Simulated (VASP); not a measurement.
# PbS (P-6m2) in VASP: notebook

The runs below take PbS through single point, with PBE+D3(BJ).

All numbers are computed with VASP 6.6.1; they aren't measurements. Logs are shortened: lines on timing, memory, paths and dates and some standing lists are left out, and cuts for length are marked.

**1. The cell of the first run**

It takes space group P-6m2 (No. 187, hexagonal). The conventional cell has a = 3.777 Å, b = 3.777 Å, c = 3.737 Å, α = 90.00°, β = 90.00°, γ = 120.00°. Pb (site symmetry -6m2) has 6 S at 2.87 Å and 8 Pb at 3.74 to 3.78 Å within 3.8 Å. S (site symmetry -6m2) has 6 Pb at 2.87 Å and 8 S at 3.74 to 3.78 Å within 3.8 Å.

**2. Single point, PBE+D3(BJ) (volume scaled by 0.88, then relaxed in part)**

Input file INCAR:

```
ALGO = Normal
EDIFF = 1E-6
ENCUT = 520
GGA = PE
ISIF = 2
ISMEAR = 0
IVDW = 12
LASPH = True
LCHARG = True
LELF = True
LREAL = False
LVHAR = True
LWAVE = False
NBANDS = 17
NELM = 100
PREC = Accurate
SIGMA = 0.1
```

Input file KPOINTS:

```
k-points
0
Gamma
  12 12 12
```

Input file POSCAR:

```
PbS
1.0
    3.7773824698      0.0000000000      0.0000000000
   -1.8886912349      3.2713091786      0.0000000000
    0.0000000000      0.0000000000      3.7368943482
Pb S
1 1
Direct
    0.0000000000      0.0000000000      0.0000000000
    0.6666666667      0.3333333333      0.5000000000
```

Potentials or basis: VASP PAW PBE potentials, release 64 (Pb_d, S).

The run is started by

```bash
$ cat potpaw_PBE.64/Pb_d/POTCAR potpaw_PBE.64/S/POTCAR > POTCAR
$ mpirun -np 1 vasp_std > vasp.out
```

OUTCAR:

```text
EDIFF = 1E-6
   ENCUT = 520
   GGA = PE
   ISIF = 2
   ISMEAR = 0
   IVDW = 12
   LASPH = True
   LREAL = False
   NELM = 100
   PREC = Accurate
 IVDW          = 12

 ion  position               nearest neighbor table
   1  0.000  0.000  0.000-   2 2.87   2 2.87   2 2.87   2 2.87   2 2.87   2 2.87
   2  0.667  0.333  0.500-   1 2.87   1 2.87   1 2.87   1 2.87   1 2.87   1 2.87

  LATTYP: Found a hexagonal cell.
 ALAT       =     3.7773824698
 C/A-ratio  =     0.9892814345

  Lattice vectors:

 A1 = (   3.7773824698,   0.0000000000,   0.0000000000)
 A2 = (  -1.8886912349,   3.2713091786,   0.0000000000)
 A3 = (   0.0000000000,   0.0000000000,   3.7368943482)

Analysis of symmetry for initial positions (statically):
=====================================================================
 Subroutine PRICEL returns:
 Original cell was already a primitive cell.

 Routine SETGRP: Setting up the symmetry group for a
 hexagonal supercell.

 Subroutine GETGRP returns: Found 12 space group operations
 (whereof 12 operations were pure point group operations)
 out of a pool of 24 trial point group operations.

The static configuration has the point symmetry D_3h.

Analysis of symmetry for dynamics (positions and initial velocities):
=====================================================================
 Subroutine PRICEL returns:
 Original cell was already a primitive cell.

 Routine SETGRP: Setting up the symmetry group for a
 hexagonal supercell.

 Subroutine GETGRP returns: Found 12 space group operations
 (whereof 12 operations were pure point group operations)
 out of a pool of 24 trial point group operations.

The dynamic configuration has the point symmetry D_3h.

 Subroutine INISYM returns: Found 12 space group operations
 (whereof 12 operations are pure point group operations),
 and found     1 'primitive' translations

----------------------------------------------------------------------------------------

                                     Primitive cell

  volume of cell :      46.1768

  direct lattice vectors                    reciprocal lattice vectors
     3.777382470  0.000000000  0.000000000     0.264733584  0.152844006  0.000000000
    -1.888691235  3.271309179  0.000000000     0.000000000  0.305688012  0.000000000
     0.000000000  0.000000000  3.736894348     0.000000000  0.000000000  0.267601893

  length of vectors
     3.777382470  3.777382470  3.736894348     0.305688012  0.305688012  0.267601893

  position of ions in fractional coordinates (direct lattice)
     0.000000000  0.000000000  0.000000000
     0.666666667  0.333333333  0.500000000

  ion indices of the primitive-cell ions
   primitive index   ion index
                 1           1
                 2           2

----------------------------------------------------------------------------------------

 KPOINTS: k-points

Automatic generation of k-mesh.
 Grid dimensions read from file:
 generate k-points for:   12   12   12

 Generating k-lattice:

  Cartesian coordinates                     Fractional coordinates (reciprocal lattice)
     0.022061132  0.012737001  0.000000000     0.083333333  0.000000000  0.000000000
     0.000000000  0.025474001  0.000000000     0.000000000  0.083333333  0.000000000
     0.000000000  0.000000000  0.022300158     0.000000000  0.000000000  0.083333333

  Length of vectors
     0.025474001  0.025474001  0.022300158

  Shift w.r.t. Gamma in fractional coordinates (k-lattice)
     0.000000000  0.000000000  0.000000000

 Subroutine IBZKPT returns following result:
 ===========================================

 Found    133 irreducible k-points:

 Following reciprocal coordinates:
            Coordinates               Weight
  0.000000  0.000000  0.000000      1.000000
  0.083333  0.000000  0.000000      6.000000
  0.166667  0.000000  0.000000      6.000000
  0.250000  0.000000  0.000000      6.000000
  0.333333  0.000000  0.000000      6.000000
  0.416667  0.000000  0.000000      6.000000
[... 16 lines left out ...]
  0.250000  0.000000  0.083333     12.000000
  0.333333  0.000000  0.083333     12.000000
 [... further k-points ...]
   k-points           NKPTS =    133   k-points in BZ     NKDIM =    133   number of bands    NBANDS=     17
   number of dos      NEDOS =    301   number of ions     NIONS =      2
   total plane-waves  NPLWV =  21952
   dimension x,y,z NGX =    28 NGY =   28 NGZ =   28
   dimension x,y,z NGXF=    56 NGYF=   56 NGZF=   56
   ions per type =               1   1
   NGX,Y,Z   is equivalent  to a cutoff of  12.32, 12.32, 12.46 a.u.
   NGXF,Y,Z  is equivalent  to a cutoff of  24.65, 24.65, 24.91 a.u.
 SYSTEM =  unknown system
   PREC   = accura    normal or accurate (medium, high low for compatibility)
   ISTART =      0    job   : 0-new  1-cont  2-samecut
   ICHARG =      2    charge: 1-file 2-atom 10-const
   ISPIN  =      1    spin polarized calculation?
   LNONCOLLINEAR =      F non collinear calculations
   LSORBIT =      F    spin-orbit coupling
   LASPH  =      T    aspherical Exc in radial PAW
   ENCUT  =  520.0 eV  38.22 Ry    6.18 a.u.   7.02  7.02  6.95*2*pi/ulx,y,z
   NELM   =    100;   NELMIN=  2; NELMDL= -5     # of ELM steps
   EDIFF  = 0.1E-05   stopping-criterion for ELM
   LREAL  =      F    real-space projection
   EDIFFG = 0.1E-04   stopping-criterion for IOM
   NSW    =      0    number of steps for IOM
   IBRION =     -1    ionic relax: 0-MD 1-quasi-New 2-CG
   NFREE  =      0    steps in history (QN), initial steepest desc. (CG)
   ISIF   =      2    stress and relaxation
   ISYM   =      2    0-nonsym 1-usesym 2-fastsym
   POTIM  = 0.5000    time-step for ionic-motion
   TEBEG  =    0.0;   TEEND  =   0.0 temperature during run
   PSTRESS=    0.0 pullay stress
   NELECT =      20.0000    total number of electrons
   NUPDOWN=      -1.0000    fix difference up-down
   EMIN   =  10.00;   EMAX   =-10.00  energy-range for DOS
   EFERMI =   0.00;   METHOD = LEGACY
   ISMEAR =     0;   SIGMA  =   0.10  broadening in eV -4-tet -1-fermi 0-gaus
   EFERMI_NEDOS =   21; number of points for ismear=-14 and -15
   IALGO  =     38    algorithm
   IMIX   =      4    mixing-type and parameters
     AMIX     =   0.40;   BMIX     =  1.00
     AMIX_MAG =   1.60;   BMIX_MAG =  1.00
  volume/ion in A,a.u.               =      23.09       155.81
  Fermi-wavevector in a.u.,A,eV,Ry     =   1.238636  2.340683 20.874319  1.534219
  Thomas-Fermi vector in A             =   2.373153
   LORBIT       =      0    0 simple, 1 ext, 2 COOP (PROOUT), +10 PAW based schemes
   GGA     = PE    functional components
   LHFCALC =     F    Hartree Fock is set to
   AEXX    =    0.0000 exact exchange contribution
   IVDW    =    12    specifies the selected vdW correction
   LEPSILON=     F    determine dielectric tensor
   LRPA    =     F    only Hartree local field effects (RPA)
 non-spin polarized calculation
 Gauss-broadening in eV      SIGMA  =   0.10
  energy-cutoff  :      520.00
  volume of cell :       46.18
 maximum number of plane-waves:      1260
 NGX is ok and might be reduce to    28
   NGX = 13   NGY = 13   NGZ = 13

 number of electron      20.0000001 magnetization

 Free energy of the ion-electron system (eV)
  ---------------------------------------------------
  ext. energy  EPLUGINS =         0.00000000
  ---------------------------------------------------
  free energy    TOTEN  =        -8.27388463 eV

  energy without entropy =       -8.27269800  energy(sigma->0) =       -8.27329132

 E-fermi :   7.0638     XC(G=0): -10.2961

 val. band max:        7.0393181421   @ k =   0.3333   0.2500   0.0833
 cond. band min:       7.1344079649   @ k =   0.3333   0.3333   0.0833
 fundamental gap:      0.0950898228
 Fermi energy:         7.0638038315

 k-point     1 :       0.0000    0.0000    0.0000
  band No.  band energies     occupation
      1      -9.7946      2.00000
      2      -9.7720      2.00000
      3      -9.7720      2.00000
      4      -9.6139      2.00000
      5      -9.6139      2.00000
      6      -7.2139      2.00000
[... 9 lines left out ...]
     16      18.4787      0.00000
     17      18.4788      0.00000

 k-point     2 :       0.0833    0.0000    0.0000
  band No.  band energies     occupation
      1      -9.7906      2.00000
      2      -9.7760      2.00000
      3      -9.7628      2.00000
      4      -9.6196      2.00000
      5      -9.6151      2.00000
      6      -7.1378      2.00000
[... 9 lines left out ...]
     16      18.4373      0.00000
     17      18.4619      0.00000

 k-point     3 :       0.1667    0.0000    0.0000
  band No.  band energies     occupation
      1      -9.7965      2.00000
      2      -9.7702      2.00000
      3      -9.7374      2.00000
      4      -9.6350      2.00000
      5      -9.6183      2.00000
      6      -6.9158      2.00000
[... 9 lines left out ...]
     16      17.9797      0.00000
     17      18.3994      0.00000

 k-point     4 :       0.2500    0.0000    0.0000
  band No.  band energies     occupation
      1      -9.8164      2.00000
      2      -9.7507      2.00000
      3      -9.7024      2.00000
      4      -9.6558      2.00000
      5      -9.6226      2.00000
      6      -6.5698      2.00000
[... 9 lines left out ...]
     16      18.1717      0.00000
     17      18.3313      0.00000
[... 343 lines left out ...]
      1      -9.7937      2.00000
      2      -9.7618      2.00000
      3      -9.7367      2.00000
      4      -9.6414      2.00000
      5      -9.6224      2.00000
      6      -6.8555      2.00000
[... 9 lines left out ...]
     16      17.4006      0.00000
     17      17.9657      0.00000

 k-point    23 :       0.2500    0.0000    0.0833
  band No.  band energies     occupation
      1      -9.8143      2.00000
      2      -9.7414      2.00000
      3      -9.7018      2.00000
      4      -9.6640      2.00000
      5      -9.6269      2.00000
      6      -6.5103      2.00000
[... 9 lines left out ...]
     16      17.4011      0.00000
     17      18.6181      0.00000

 k-point    24 :       0.3333    0.0000    0.0833
  band No.  band energies     occupation
      1      -9.8350      2.00000
      2      -9.7218      2.00000
      3      -9.6852      2.00000
      4      -9.6666      2.00000
      5      -9.6313      2.00000
      6      -6.0929      2.00000
[... 9 lines left out ...]
     16      17.7703      0.00000
     17      18.3042      0.00000

 [... further k-points ...]

------------------------ aborting loop because EDIFF is reached ----------------------------------------

 Edisp (eV)   -0.78743

 E8    (eV) :    -0.3541

  FORCE on cell =-STRESS in cart. coord.  units (eV):
  Direction    XX          YY          ZZ          XY          YZ          ZX
  --------------------------------------------------------------------------------------
  -------------------------------------------------------------------------------------
  Total       2.22189     2.22189     2.21329     0.00000     0.00000     0.00000
  in kB      77.09223    77.09223    76.79373     0.00000     0.00000     0.00000
  external pressure =       76.99 kB  Pullay stress =        0.00 kB

 VOLUME and BASIS-vectors are now :
 -----------------------------------------------------------------------------
  energy-cutoff  :      520.00
  volume of cell :       46.18
      direct lattice vectors                 reciprocal lattice vectors
     3.777382470  0.000000000  0.000000000     0.264733584  0.152844006  0.000000000
    -1.888691235  3.271309179  0.000000000     0.000000000  0.305688012  0.000000000
     0.000000000  0.000000000  3.736894348     0.000000000  0.000000000  0.267601893

 POSITION                                       TOTAL-FORCE (eV/Angst)
 -----------------------------------------------------------------------------------
      0.00000      0.00000      0.00000         0.000000     -0.000000      0.000000
      1.88869      1.09044      1.86845        -0.000000      0.000000      0.000000
 -----------------------------------------------------------------------------------
    total drift:                               -0.000000      0.000000      0.000000

  FREE ENERGIE OF THE ION-ELECTRON SYSTEM (eV)
  ---------------------------------------------------
  free  energy   TOTEN  =        -9.0613171627 eV

  energy  without entropy=       -9.0601305301  energy(sigma->0) =       -9.06072385
```

Run time: 46 s. Hardware: 1 thread of AMD EPYC 9R14 (Zen 4), shared host; peak memory 0.21 GiB.

Results:

```yaml
Free_energy: -9.0613 eV
Pressure: 7.7 GPa
Band_gap_on_the_k_mesh: zero (band 10 reaches 7.87 eV, above the bottom of band 11 at 6.10 eV)
Dispersion_energy_per_atom: -0.394 eV
```

Caveat: spin-orbit coupling is left out, which moves the levels of the heavy elements; pairwise dispersion overbinds metals, which lowers pressure and volume.

(Continued in part 2 of 3.)
